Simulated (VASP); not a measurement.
Input of a VASP 6.6.1 run:

INCAR

```
SYSTEM = Fe4Ni4H
  ALGO = Normal
  EDIFF = 1E-7
  ENCUT = 520
  GGA = PE
  ISIF = 2
  ISMEAR = 0
  ISPIN = 2
  LASPH = .True.
  LCHARG = .False.
  LMAXMIX = 4
  LORBIT = 11
  LREAL = .False.
  LWAVE = .False.
  MAGMOM = 2.35 3.03 3.03 2.94 0.75 0.75 0.75 0.75 0
  NBANDS = 50
  NELM = 150
  PREC = Accurate
  SIGMA = 0.1
```

KPOINTS

```
k-points
0
Gamma
  4 4 6
  0 0 0
```

Contents of POSCAR:

```
Fe4Ni4H
1.0
    5.0252525418      0.0000000000      0.0000000000
    0.0000000000      5.0252525418      0.0000000000
    0.0000000000      0.0000000000      3.6745798263
Fe Ni H
4 4 1
Direct
    0.0000000000      0.0000000000      0.0000000000
    0.0000000000      0.5000000000      0.0000000000
    0.5000000000      0.0000000000      0.0000000000
    0.5000000000      0.5000000000      0.0000000000
    0.2532732404      0.2532732404      0.5000000000
    0.2532732404      0.7467267596      0.5000000000
    0.7467267596      0.2532732404      0.5000000000
    0.7467267596      0.7467267596      0.5000000000
    0.0000000000      0.0000000000      0.5000000000
```

Potentials or basis: VASP PAW PBE potentials, release 64 (Fe, Ni, H).

Launch:

```bash
$ cat potpaw_PBE.64/Fe/POTCAR potpaw_PBE.64/Ni/POTCAR potpaw_PBE.64/H/POTCAR > POTCAR
$ mpirun -np 1 vasp_std > vasp.out
```

(1) Estimate the pressure.

(2) Predict the net moment.

(3) Estimate the site moments.

## Answers

(1) -0.1 GPa.

(2) 12.95 μB per cell.

(3) Fe +2.48, +2.77, +2.66 (each value once); Ni +0.58; H -0.01 μB.
